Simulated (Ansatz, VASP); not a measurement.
# Two plane-wave programs on ZrO2

The input POSCAR:

```
ZrO2
1.0
    0.0000000000      2.5968535114      2.5968535114
    2.5968535114      0.0000000000      2.5968535114
    2.5968535114      2.5968535114      0.0000000000
Zr O
1 2
Direct
    0.0000000000      0.0000000000      0.0000000000
    0.2500000000      0.2500000000      0.2500000000
    0.7500000000      0.7500000000      0.7500000000
```

File INCAR.step1:

```
PREC = Accurate
ENCUT = 660
ISMEAR = 0
SIGMA = 0.01
LREAL = False
LASPH = True
NELM = 120
NBANDS = 19
GGA = PE
ALGO = Normal
EDIFF = 1E-5
LWAVE = True
LCHARG = False
GGA_COMPAT = False
```

Contents of INCAR.step2:

```
PREC = Accurate
ENCUT = 660
EDIFF = 1E-6
ISMEAR = 0
SIGMA = 0.01
LREAL = False
LASPH = True
NELM = 120
ALGO = Normal
ISIF = 2
LWAVE = False
LCHARG = False
METAGGA = R2SCAN
LMIXTAU = True
NBANDS = 19
ISTART = 1
GGA_COMPAT = False
```

Contents of KPOINTS:

```
Automatic mesh
0
Gamma
  6 6 6
```

Input for Ansatz:

```yaml
crystal:
  lattice:
    - [0.0, 2.596853511401903, 2.596853511401903]
    - [2.596853511401903, 0.0, 2.596853511401903]
    - [2.596853511401903, 2.596853511401903, 0.0]
  atoms:
    - { symbol: Zr, position: [0.0, 0.0, 0.0] }
    - { symbol: O, position: [0.25, 0.25, 0.25] }
    - { symbol: O, position: [0.75, 0.75, 0.75] }
basis:
  ecutwfc: 600.0
kpoints:
  mp_grid:
    grid: [6, 6, 6]
hamiltonian:
  xc: r2scan
  pseudopotentials:
    kind: paw
scf:
  occupations:
    method: fixed
output:
  stress: true
```

Alike in both runs: task single point; functional r2SCAN; k mesh 6 × 6 × 6; no spin polarisation.

|  | VASP | Ansatz |
| --- | --- | --- |
| version | VASP 6.6.1 | Ansatz 0.2.0 |
| potentials or method | VASP PAW PBE potentials, release 64 (Zr_sv, O), cutoff 660 eV | plane waves, PAW |
| occupations | gaussian, width 0.01 eV | fixed |
| valence electrons in the cell | 24 | 24 |

|  | VASP | Ansatz | Ansatz less VASP |
| --- | --- | --- | --- |
| pressure (GPa) | -13.8 | -13.8 | -0.01 |

VASP's potentials were made for PBE, not for r2SCAN.
